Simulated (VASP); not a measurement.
## Zn: single point with LDA

Crystal: Zn.

```xyz
1
Lattice="-1.2826 1.4850 1.4850 1.4850 -1.2826 1.4850 1.4850 1.4850 -1.2826" Properties=species:S:1:pos:R:3 pbc="T T T"
Zn    0.0000    0.0000    0.0000
```

- Program: VASP 6.6.1
- Task: single point
- Functional: LDA
- Potentials or basis: VASP PAW LDA potentials, release 64 (Zn)
- Cutoff: 520 eV
- k mesh: 22 × 22 × 22
- Occupations: gaussian, width 0.15 eV
- Spin: no spin polarisation

```json
{
  "Pressure": "11.7 GPa",
  "Band gap on the k mesh": "zero (band 6 reaches 8.50 eV, above the bottom of band 7 at 2.37 eV)"
}
```

Stress tensor (GPa, compression positive):
```
11.71 -4.25 -4.25
-4.25 11.71 -4.25
-4.25 -4.25 11.71
```

Levels at points of the mesh, in eV from the Fermi level:
```csv
k point,band 4,band 5,band 6,band 7,band 8,band 9
"(0.00, 0.00, 0.00)",-7.84,-7.54,-7.54,18.16,18.62,18.62
"(0.50, 0.00, 0.00)",-7.55,-7.35,-3.94,-1.78,14.71,15.33
"(0.50, 0.50, 0.00)",-7.65,-7.04,-2.34,1.05,8.26,13.23
"(0.50, 0.50, 0.50)",-7.08,-7.08,4.36,4.36,5.88,9.80
```

It took 93 s on 1 thread of Intel(R) Xeon(R) 6975P-C (Granite Rapids), on a shared host, peak memory 0.25 GiB.
